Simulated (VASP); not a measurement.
Zr:

```
Zr
1.0
     1.56399    0.90297    2.61480
    -1.56399    0.90297    2.61480
     0.00000   -1.80594    2.61480
Zr
1
Direct
  0.50000 0.50000 0.50000
```

```yaml
Program: VASP 6.6.1
Task: relaxation of cell and atoms
Functional: PBEsol
Potentials_or_basis: VASP PAW PBE potentials, release 64 (Zr_sv)
Cutoff: 600 eV
k_mesh: 21 × 21 × 21
Occupations: gaussian, width 0.1 eV
Spin: no spin polarisation
```

At the start: pressure 0.4 GPa; volume 22.16 Å³/atom.

Q: Where does the relaxation end?

A: Over 5 steps the energy falls by 2.4 meV/atom and the volume is 22.25 Å³/atom (+0.4 %); space group Fm-3m (No. 225, to 0.1 Å) before and after.

Step by step:
| step | energy change (eV) | largest force (eV/Å) | pressure (GPa) | volume (Å³) |
| --- | --- | --- | --- | --- |
| 1 | 0.0000 | 0.0000 | 0.39 | 22.16 |
| 2 | -0.0020 | 0.0000 | -0.36 | 22.33 |
| 3 | -0.0021 | 0.0000 | -0.58 | 22.38 |
| 4 | -0.0023 | 0.0000 | 0.36 | 22.16 |
| 5 | -0.0024 | 0.0000 | -0.02 | 22.25 |

Final structure:
```
Zr
1.0
     1.57860    0.91141    2.57728
    -1.57860    0.91141    2.57728
     0.00000   -1.82281    2.57728
Zr
1
Cartesian
  0.0000 0.0000 3.8659
```

Caveat: the PAW data sets were made with another functional, which shifts forces and pressure a little.
